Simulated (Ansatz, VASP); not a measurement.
# Bi3S in VASP and in Ansatz

Contents of INCAR:

```
SYSTEM = Bi3S
PREC     = Accurate       ! precision mode
ENCUT    = 600            ! plane-wave cutoff, eV
EDIFF    = 1E-6           ! SCF threshold, eV
ISMEAR   = 0              ! smearing method
SIGMA    = 0.1            ! smearing width, eV
LREAL    = .FALSE.        ! projectors in reciprocal space
LASPH    = .TRUE.         ! aspherical terms in the spheres
NELM     = 80             ! most SCF steps
ALGO     = Normal         ! electronic algorithm
ISIF     = 3              ! what is computed and relaxed
LWAVE    = .FALSE.        ! write WAVECAR
LCHARG   = .FALSE.        ! write CHGCAR
GGA      = PE             ! functional
IBRION   = 2              ! ionic algorithm
NSW      = 100            ! ionic steps
EDIFFG   = -0.01          ! ionic threshold
```

File KPOINTS:

```
regular mesh
0
G
  10 10 10
  0 0 0
```

File POSCAR:

```
Bi3S
1.0
    0.0000000000      3.7989112459      3.7989112459
    3.7989112459      0.0000000000      3.7989112459
    3.7989112459      3.7989112459      0.0000000000
Bi S
3 1
Direct
    0.0000000000      0.0000000000      0.0000000000
    0.2500000000      0.2500000000      0.2500000000
    0.7500000000      0.7500000000      0.7500000000
    0.5000000000      0.5000000000      0.5000000000
```

Input for Ansatz:

```yaml
crystal:
  lattice:
    - [0.0, 3.7989112459, 3.7989112459]
    - [3.7989112459, 0.0, 3.7989112459]
    - [3.7989112459, 3.7989112459, 0.0]
  atoms:
    - { symbol: Bi, position: [0.0, 0.0, 0.0] }
    - { symbol: Bi, position: [0.25, 0.25, 0.25] }
    - { symbol: Bi, position: [0.75, 0.75, 0.75] }
    - { symbol: S, position: [0.5, 0.5, 0.5] }
basis:
  ecutwfc: 420
kpoints:
  mp_grid: { grid: [10, 10, 10] }
hamiltonian:
  xc: pbe
scf:
  occupations: { method: gaussian, width: 0.1 }
output:
  forces: true
  stress: true
  eigenvalues: true
  write_density: true
  write_potential: true
  elf: true
  volumetric_format: npy
relax:
  adjacent_minimum: "off"
  f_tol: 0.01
  max_steps: 80
  cell: { stress_tol: 0.05 }
```

Alike in both runs: task relaxation of cell and atoms; functional PBE; k mesh 10 × 10 × 10; occupations gaussian, width 0.1 eV; no spin polarisation.

|  | VASP | Ansatz |
| --- | --- | --- |
| version | VASP 6.6.1 | Ansatz 0.2.0 |
| potentials or method | VASP PAW PBE potentials, release 64 (Bi_d, S), cutoff 600 eV | scalar-relativistic, plane waves, PAW |
| valence electrons in the cell | 51 | 51 |

```csv
,VASP,Ansatz,Ansatz less VASP
"gap on the k mesh at the Fermi level, each at its own relaxed structure (eV)",none,none,-
relaxed volume (Å³/atom),27.49,27.49,+0.006
relaxed length of the cell vector where the two differ most in proportion (Å),5.377,5.378,+0.0004
```

A gap of «none» marks a metal or a gap that the smearing closes.

Neither program's run includes spin-orbit coupling.
